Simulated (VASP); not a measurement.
Write the native input for VASP 6.6.1 that does the following.

| Quantity | Value |
| --- | --- |
| Task | single point |
| Functional | LDA |
| Potentials or basis | VASP PAW LDA potentials, release 64 (Ir) |
| Cutoff | 520 eV |
| k mesh | 11 × 11 × 11 |
| Occupations | fermi-dirac, width 0.1 eV |
| Spin | no spin polarisation |
| Dipole correction | no |
| Further INCAR settings | ALGO = Normal; EDIFF = 1e-06; NBANDS = 16 |

The structure of Ir lies in POSCAR:

```
Ir
1.0
    0.0000000000      2.6243192913      2.6243192913
    2.6243192913      0.0000000000      2.6243192913
    2.6243192913      2.6243192913      0.0000000000
Ir
2
Direct
    0.1250000000      0.1250000000      0.1250000000
    0.8750000000      0.8750000000      0.8750000000
```

This cell differs from its parent crystal: volume scaled by 0.88.

These files were run (other wordings do the same):

INCAR

```
PREC = Accurate
ENCUT = 520
EDIFF = 1E-6
ISMEAR = -1
SIGMA = 0.1
LREAL = False
LASPH = True
NELM = 100
ALGO = Normal
ISIF = 2
LWAVE = False
LCHARG = True
LELF = True
LVHAR = True
NBANDS = 16
```

KPOINTS

```
Automatic mesh
0
Gamma
  11 11 11
```

Potentials or basis: VASP PAW LDA potentials, release 64 (Ir).

Launch:

```console
$ cat potpaw_LDA.64/Ir/POTCAR > POTCAR
$ mpirun -np 1 vasp_std > vasp.out
```

It gave:

The pressure is 36.5 GPa and the band gap on the k mesh is zero (band 9 reaches 8.68 eV, above the bottom of band 10 at 6.78 eV).

Caveat: spin-orbit coupling is left out, which moves the levels of the heavy elements.

It took 19 s on 1 thread of AMD EPYC 9R45 96-Core Processor (Zen 5) (shared host), peak memory 0.13 GiB.
